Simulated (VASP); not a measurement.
# RuPt2 (P6_3/mmc) in VASP: notebook

RuPt2 is run at these levels: PBE; tasks: single point.

Everything below comes from runs of VASP 6.6.1. Logs are shortened: lines on timing, memory, paths and dates and some standing lists are left out, and cuts for length are marked.

## Step 1: The cell of the first run

Symmetry: P6_3/mmc, No. 194, hexagonal system. Conventional cell: a = 2.928 Å, b = 2.928 Å, c = 10.849 Å, α = 90.00°, β = 90.00°, γ = 120.00°. Within 2.9 Å of Ru (site symmetry -6m2) lie 6 Pt at 2.22 Å. Pt (site symmetry 3m) has 3 Ru at 2.22 Å and 1 Pt at 2.86 Å within 2.9 Å.

## Step 2: Single point, PBE

INCAR

```
SYSTEM = RuPt2
PREC = Accurate ; ENCUT = 520
EDIFF = 1E-6 ; ISMEAR = 0
SIGMA = 0.1 ; LREAL = .FALSE.
LASPH = .TRUE. ; NELM = 100
ALGO = Normal ; ISIF = 2
LWAVE = .FALSE. ; LCHARG = .FALSE.
GGA = PE ; NBANDS = 43
```

KPOINTS

```
regular mesh
0
G
  6 6 2
  0 0 0
```

POSCAR

```
RuPt2
1.0
    2.9278752500      0.0000000000      0.0000000000
   -1.4639376300      2.5356143500      0.0000000000
    0.0000000000      0.0000000000     10.8493529700
Ru Pt
2 4
Direct
    0.0000000000      0.0000000000      0.2500000000
    0.0000000000      0.0000000000      0.7500000000
    0.3333333300      0.6666666700      0.1180000000
    0.6666666700      0.3333333300      0.6180000000
    0.3333333300      0.6666666700      0.3820000000
    0.6666666700      0.3333333300      0.8820000000
```

Potentials or basis: VASP PAW PBE potentials, release 64 (Ru_pv, Pt).

Launch:

```console
> cat potpaw_PBE.64/Ru_pv/POTCAR potpaw_PBE.64/Pt/POTCAR > POTCAR
> mpirun -np 1 vasp_std > vasp.out
```

OUTCAR:

```text
SYSTEM = RuPt2
   PREC = Accurate
   ENCUT = 520
   EDIFF = 1E-6
   ISMEAR = 0
   LREAL = .FALSE.
   LASPH = .TRUE.
   NELM = 100
   ISIF = 2
   GGA = PE

 ion  position               nearest neighbor table
   1  0.000  0.000  0.250-   3 2.22   5 2.22   3 2.22   5 2.22   3 2.22   5 2.22
   2  0.000  0.000  0.750-   4 2.22   6 2.22   4 2.22   6 2.22   4 2.22   6 2.22
   3  0.333  0.667  0.118-   1 2.22   1 2.22   1 2.22   5 2.86   6 3.07   6 3.07   6 3.07
   4  0.667  0.333  0.618-   2 2.22   2 2.22   2 2.22   6 2.86   5 3.07   5 3.07   5 3.07
   5  0.333  0.667  0.382-   1 2.22   1 2.22   1 2.22   3 2.86   4 3.07   4 3.07   4 3.07
   6  0.667  0.333  0.882-   2 2.22   2 2.22   2 2.22   4 2.86   3 3.07   3 3.07   3 3.07

  LATTYP: Found a hexagonal cell.
 ALAT       =     2.9278752500
 C/A-ratio  =     3.7055379904

  Lattice vectors:

 A1 = (   2.9278752500,   0.0000000000,   0.0000000000)
 A2 = (  -1.4639376300,   2.5356143500,   0.0000000000)
 A3 = (   0.0000000000,   0.0000000000,  10.8493529700)

Analysis of symmetry for initial positions (statically):
=====================================================================
 Subroutine PRICEL returns:
 Original cell was already a primitive cell.

 Routine SETGRP: Setting up the symmetry group for a
 hexagonal supercell.

 Subroutine GETGRP returns: Found 24 space group operations
 (whereof 12 operations were pure point group operations)
 out of a pool of 24 trial point group operations.

The static configuration has the point symmetry D_3d.
 The point group associated with its full space group is D_6h.

Analysis of symmetry for dynamics (positions and initial velocities):
=====================================================================
 Subroutine PRICEL returns:
 Original cell was already a primitive cell.

 Routine SETGRP: Setting up the symmetry group for a
 hexagonal supercell.

 Subroutine GETGRP returns: Found 24 space group operations
 (whereof 12 operations were pure point group operations)
 out of a pool of 24 trial point group operations.

The dynamic configuration has the point symmetry D_3d.
 The point group associated with its full space group is D_6h.

 Subroutine INISYM returns: Found 24 space group operations
 (whereof 12 operations are pure point group operations),
 and found     1 'primitive' translations

----------------------------------------------------------------------------------------

                                     Primitive cell

  volume of cell :      80.5452

  direct lattice vectors                    reciprocal lattice vectors
     2.927875250  0.000000000  0.000000000     0.341544606  0.197190871  0.000000000
    -1.463937630  2.535614350  0.000000000     0.000000000  0.394381740  0.000000000
     0.000000000  0.000000000 10.849352970     0.000000000  0.000000000  0.092171395

  length of vectors
     2.927875250  2.927875256 10.849352970     0.394381741  0.394381740  0.092171395

  position of ions in fractional coordinates (direct lattice)
     0.000000000  0.000000000  0.250000000
     0.000000000  0.000000000  0.750000000
     0.333333330  0.666666670  0.118000000
     0.666666670  0.333333330  0.618000000
     0.333333330  0.666666670  0.382000000
     0.666666670  0.333333330  0.882000000

  ion indices of the primitive-cell ions
   primitive index   ion index
                 1           1
                 2           2
                 3           3
                 4           4
                 5           5
                 6           6

----------------------------------------------------------------------------------------

 KPOINTS: regular mesh

Automatic generation of k-mesh.
 Grid dimensions read from file:
 generate k-points for:    6    6    2

 Generating k-lattice:

  Cartesian coordinates                     Fractional coordinates (reciprocal lattice)
     0.056924101  0.032865145  0.000000000     0.166666667  0.000000000  0.000000000
     0.000000000  0.065730290  0.000000000     0.000000000  0.166666667  0.000000000
     0.000000000  0.000000000  0.046085698     0.000000000  0.000000000  0.500000000

  Length of vectors
     0.065730290  0.065730290  0.046085698

  Shift w.r.t. Gamma in fractional coordinates (k-lattice)
     0.000000000  0.000000000  0.000000000

 Subroutine IBZKPT returns following result:
 ===========================================

 Found     14 irreducible k-points:

 Following reciprocal coordinates:
            Coordinates               Weight
  0.000000  0.000000  0.000000      1.000000
  0.166667 -0.000000  0.000000      6.000000
  0.333333 -0.000000  0.000000      6.000000
  0.500000  0.000000  0.000000      3.000000
  0.166667  0.166667  0.000000      6.000000
  0.333333  0.166667  0.000000     12.000000
  0.333333  0.333333  0.000000      2.000000
  0.000000  0.000000  0.500000      1.000000
  0.166667 -0.000000  0.500000      6.000000
  0.333333 -0.000000  0.500000      6.000000
  0.500000  0.000000  0.500000      3.000000
  0.166667  0.166667  0.500000      6.000000
  0.333333  0.166667  0.500000     12.000000
  0.333333  0.333333  0.500000      2.000000
   k-points           NKPTS =     14   k-points in BZ     NKDIM =     14   number of bands    NBANDS=     43
   number of dos      NEDOS =    301   number of ions     NIONS =      6
   total plane-waves  NPLWV =  48384
   dimension x,y,z NGX =    24 NGY =   24 NGZ =   84
   dimension x,y,z NGXF=    48 NGYF=   48 NGZF=  168
   ions per type =               2   4
   NGX,Y,Z   is equivalent  to a cutoff of  13.63, 13.63, 12.87 a.u.
   NGXF,Y,Z  is equivalent  to a cutoff of  27.25, 27.25, 25.74 a.u.
 SYSTEM =  RuPt2
   PREC   = accura    normal or accurate (medium, high low for compatibility)
   ISTART =      0    job   : 0-new  1-cont  2-samecut
   ICHARG =      2    charge: 1-file 2-atom 10-const
   ISPIN  =      1    spin polarized calculation?
   LNONCOLLINEAR =      F non collinear calculations
   LSORBIT =      F    spin-orbit coupling
   LASPH  =      T    aspherical Exc in radial PAW
   ENCUT  =  520.0 eV  38.22 Ry    6.18 a.u.   5.44  5.44 20.17*2*pi/ulx,y,z
   NELM   =    100;   NELMIN=  2; NELMDL= -5     # of ELM steps
   EDIFF  = 0.1E-05   stopping-criterion for ELM
   LREAL  =      F    real-space projection
   EDIFFG = 0.1E-04   stopping-criterion for IOM
   NSW    =      0    number of steps for IOM
   IBRION =     -1    ionic relax: 0-MD 1-quasi-New 2-CG
   NFREE  =      0    steps in history (QN), initial steepest desc. (CG)
   ISIF   =      2    stress and relaxation
   ISYM   =      2    0-nonsym 1-usesym 2-fastsym
   POTIM  = 0.5000    time-step for ionic-motion
   TEBEG  =    0.0;   TEEND  =   0.0 temperature during run
   PSTRESS=    0.0 pullay stress
   NELECT =      68.0000    total number of electrons
   NUPDOWN=      -1.0000    fix difference up-down
   EMIN   =  10.00;   EMAX   =-10.00  energy-range for DOS
   EFERMI =   0.00;   METHOD = LEGACY
   ISMEAR =     0;   SIGMA  =   0.10  broadening in eV -4-tet -1-fermi 0-gaus
   EFERMI_NEDOS =   21; number of points for ismear=-14 and -15
   IALGO  =     38    algorithm
   IMIX   =      4    mixing-type and parameters
     AMIX     =   0.40;   BMIX     =  1.00
     AMIX_MAG =   1.60;   BMIX_MAG =  1.00
  volume/ion in A,a.u.               =      13.42        90.59
  Fermi-wavevector in a.u.,A,eV,Ry     =   1.547265  2.923906 32.572726  2.394028
  Thomas-Fermi vector in A             =   2.652383
   LORBIT       =      0    0 simple, 1 ext, 2 COOP (PROOUT), +10 PAW based schemes
   GGA     = PE    functional components
   LHFCALC =     F    Hartree Fock is set to
   AEXX    =    0.0000 exact exchange contribution
   IVDW    =     0    specifies the selected vdW correction
   LEPSILON=     F    determine dielectric tensor
   LRPA    =     F    only Hartree local field effects (RPA)
 non-spin polarized calculation
 Gauss-broadening in eV      SIGMA  =   0.10
  energy-cutoff  :      520.00
  volume of cell :       80.55
 maximum number of plane-waves:      2248
 NGX is ok and might be reduce to    24
   NGX = 11   NGY = 11   NGZ = 41

 number of electron      67.9999989 magnetization

 Free energy of the ion-electron system (eV)
  ---------------------------------------------------
  ext. energy  EPLUGINS =         0.00000000
  ---------------------------------------------------
  free energy    TOTEN  =       -26.82535974 eV

  energy without entropy =      -26.78498528  energy(sigma->0) =      -26.80517251

 E-fermi :  13.9458     XC(G=0): -13.9424

 val. band max:       13.9406241221   @ k =   0.3333  -0.0000   0.0000
 cond. band min:      13.9540571301   @ k =   0.1667   0.1667   0.0000
 fundamental gap:      0.0134330080
 Fermi energy:        13.9458395574

 k-point     1 :       0.0000    0.0000    0.0000
  band No.  band energies     occupation
      1     -30.1053      2.00000
      2     -30.1046      2.00000
      3     -29.9587      2.00000
      4     -29.9587      2.00000
      5     -29.9586      2.00000
      6     -29.9586      2.00000
[... 35 lines left out ...]
     42      19.1419      0.00000
     43      21.9112      0.00000

 k-point     2 :       0.1667   -0.0000    0.0000
  band No.  band energies     occupation
      1     -30.0970      2.00000
      2     -30.0967      2.00000
      3     -30.0437      2.00000
      4     -30.0434      2.00000
      5     -29.9798      2.00000
      6     -29.9797      2.00000
[... 35 lines left out ...]
     42      21.4416      0.00000
     43      22.8088      0.00000

 k-point     3 :       0.3333   -0.0000    0.0000
  band No.  band energies     occupation
      1     -30.2101      2.00000
      2     -30.2097      2.00000
      3     -30.0817      2.00000
      4     -30.0815      2.00000
      5     -30.0217      2.00000
      6     -30.0217      2.00000
[... 459 lines left out ...]
      6     -30.0743      2.00000
[... 35 lines left out ...]
     42      19.0290      0.00000
     43      20.5007      0.00000

 k-point    14 :       0.3333    0.3333    0.5000
  band No.  band energies     occupation
      1     -30.2105      2.00000
      2     -30.2105      2.00000
      3     -30.1770      2.00000
      4     -30.1770      2.00000
      5     -30.0707      2.00000
      6     -30.0707      2.00000
[... 35 lines left out ...]
     42      18.0479      0.00000
     43      21.2185      0.00000

------------------------ aborting loop because EDIFF is reached ----------------------------------------

  FORCE on cell =-STRESS in cart. coord.  units (eV):
  Direction    XX          YY          ZZ          XY          YZ          ZX
  --------------------------------------------------------------------------------------
  -------------------------------------------------------------------------------------
  Total       63.2443052     63.2443054     85.6396550     -0.0000001      0.0000000     -0.0000000
  in kB     1258.0340615   1258.0340658   1703.5146922     -0.0000025      0.0000000     -0.0000000
  external PRESSURE =    1406.5276065 kB  Pullay stress =       0.0000000 kB

 VOLUME and BASIS-vectors are now :
 -----------------------------------------------------------------------------
  energy-cutoff  :      520.00
  volume of cell :       80.55
      direct lattice vectors                 reciprocal lattice vectors
     2.927875250  0.000000000  0.000000000     0.341544606  0.197190871  0.000000000
    -1.463937630  2.535614350  0.000000000     0.000000000  0.394381740  0.000000000
     0.000000000  0.000000000 10.849352970     0.000000000  0.000000000  0.092171395

 POSITION                                       TOTAL-FORCE (eV/Angst)
 -----------------------------------------------------------------------------------
      0.00000      0.00000      2.71234        -0.000000      0.000000      0.000000
      0.00000      0.00000      8.13701         0.000000      0.000000      0.000000
     -0.00000      1.69041      1.28022        -0.000000      0.000000    -15.466382
      1.46394      0.84520      6.70490         0.000000     -0.000000    -15.466382
     -0.00000      1.69041      4.14445        -0.000000      0.000000     15.466382
      1.46394      0.84520      9.56913         0.000000     -0.000000     15.466382
 -----------------------------------------------------------------------------------
    total drift:                                0.000000      0.000000      0.000000

  FREE ENERGIE OF THE ION-ELECTRON SYSTEM (eV)
  ---------------------------------------------------
  free  energy   TOTEN  =       -26.8253597435 eV

  energy  without entropy=      -26.7849852797  energy(sigma->0) =      -26.80517251
```

Run time: 33 s. Hardware: 1 thread of AMD EPYC 9R45 (Zen 5), shared host; peak memory 0.19 GiB.

Results:

* Free energy: -26.8254 eV
* Pressure: 140.7 GPa
* Largest force: 15.466 eV/Å
* Band gap on the k mesh: zero (band 34 reaches 14.71 eV, above the bottom of band 35 at 13.88 eV)

Forces in eV/Å, atoms in the order of the input:
```
Ru    0.000   0.000   0.000
Ru    0.000   0.000   0.000
Pt    0.000   0.000 -15.466
Pt    0.000   0.000 -15.466
Pt    0.000   0.000  15.466
Pt    0.000   0.000  15.466
```

Levels at points of the mesh, in eV from the Fermi level:
```
           k point  band 30  band 31  band 32  band 33  band 34  band 35  band 36  band 37
(0.00, 0.00, 0.00)    -3.39    -0.43     0.27     0.71     0.71     0.99     0.99     1.06
(0.50, 0.00, 0.00)    -1.53    -1.42    -1.07     0.23     0.45     0.64     0.75     0.92
(0.00, 0.00, 0.50)    -3.52    -0.25    -0.25     0.77     0.77     0.77     0.77     2.17
(0.50, 0.00, 0.50)    -1.77    -1.24    -1.24     0.28     0.28     0.74     0.74     1.34
```

Caveat: the k points lie up to 0.41 Å⁻¹ apart; spin-orbit coupling is left out, which moves the levels of the heavy elements; forces of over 1 eV/Å act on the atoms, so gaps and moduli don't describe the material at rest.

## Step 3: Single point, PBE

This run uses another cell than the first one, of 15.01 Å³/atom, 1.118 times its volume.

INCAR

```
PREC = Accurate
ENCUT = 520
EDIFF = 1E-7
ISMEAR = 0
SIGMA = 0.1
LREAL = F
LASPH = T
NELM = 100
ALGO = Fast
ISIF = 2
LWAVE = F
LCHARG = F
GGA = PE
NBANDS = 43
```

KPOINTS

```
regular mesh
0
Gamma
  6 6 2
```

POSCAR

```
RuPt2
1.0
    2.7589269419      0.0000000027      0.0000000000
   -1.3794634733      2.3893008175      0.0000000000
    0.0000000000      0.0000000000     13.6659298959
Ru Pt
2 4
Direct
    0.0000000000      0.0000000000      0.2500000000
    0.0000000000      0.0000000000      0.7500000000
    0.3333333333      0.6666666667      0.0874321038
    0.6666666667      0.3333333333      0.5874321038
    0.3333333333      0.6666666667      0.4125678962
    0.6666666667      0.3333333333      0.9125678962
```

Potentials or basis: VASP PAW PBE potentials, release 64 (Ru_pv, Pt).

Launch:

```console
> cat potpaw_PBE.64/Ru_pv/POTCAR potpaw_PBE.64/Pt/POTCAR > POTCAR
> mpirun -np 1 vasp_std > vasp.out
```

It took 49 s on 1 thread of AMD EPYC 9R45 (Zen 5), shared host; peak memory 0.22 GiB.

The run converged. Its results:

```
Free energy            : -42.7403 eV
Pressure               : -0.4 GPa
Band gap on the k mesh : zero (band 34 reaches 12.05 eV, above the bottom of band 35 at 10.27 eV)
```

Levels at points of the mesh, in eV from the Fermi level:
| k point | band 30 | band 31 | band 32 | band 33 | band 34 | band 35 | band 36 | band 37 | band 38 | band 39 |
| --- | --- | --- | --- | --- | --- | --- | --- | --- | --- | --- |
| (0.00, 0.00, 0.00) | -1.99 | -1.99 | -1.65 | -1.65 | -1.19 | -1.19 | -0.71 | -0.71 | -0.30 | 0.10 |
| (0.50, 0.00, 0.00) | -0.03 | 0.01 | 0.02 | 0.06 | 0.59 | 1.32 | 1.33 | 1.65 | 1.82 | 1.91 |
| (0.00, 0.00, 0.50) | -1.82 | -1.82 | -1.82 | -1.29 | -1.29 | -0.96 | -0.96 | -0.96 | -0.96 | 0.29 |
| (0.50, 0.00, 0.50) | 0.01 | 0.25 | 0.25 | 0.29 | 0.29 | 0.98 | 0.98 | 1.32 | 1.32 | 2.68 |

Caveat: the k points lie up to 0.44 Å⁻¹ apart; spin-orbit coupling is left out, which moves the levels of the heavy elements.
